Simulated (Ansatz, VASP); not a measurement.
# Two plane-wave programs on CdTe

```
CELL_PARAMETERS angstrom
0.00000 3.27990 3.27990
3.27990 0.00000 3.27990
3.27990 3.27990 0.00000
ATOMIC_POSITIONS crystal
Cd 0.00000 0.00000 0.00000
Te 0.25000 0.25000 0.25000
```

Alike in both runs: task single point; functional PBE-based global hybrid; k mesh 4 × 4 × 4; no spin polarisation.

|  | VASP | Ansatz |
| --- | --- | --- |
| version | VASP 6.6.1 | Ansatz 0.2.0 |
| potentials or method | VASP PAW PBE potentials, release 64 (Cd, Te) | plane waves |
| plane-wave cutoff (eV) | 520 | 420 |
| occupations | gaussian, width 0.01 eV | fixed |
| valence electrons in the cell | 18 | 36 |

```csv
,VASP,Ansatz,Ansatz less VASP
gap on the k mesh at the Fermi level (eV),2.43,2.48,+0.053
pressure (GPa),-0.2,-0.1,+0.17
```

VASP's potentials were made for PBE, not for PBE-based global hybrid. VASP's potentials hold 18 valence electrons a cell and Ansatz's 36, so a difference there can come from the potentials and not from the codes. Ansatz's warnings: stress exchange threshold loose, stress scf threshold loose.

Neither program's run includes spin-orbit coupling.
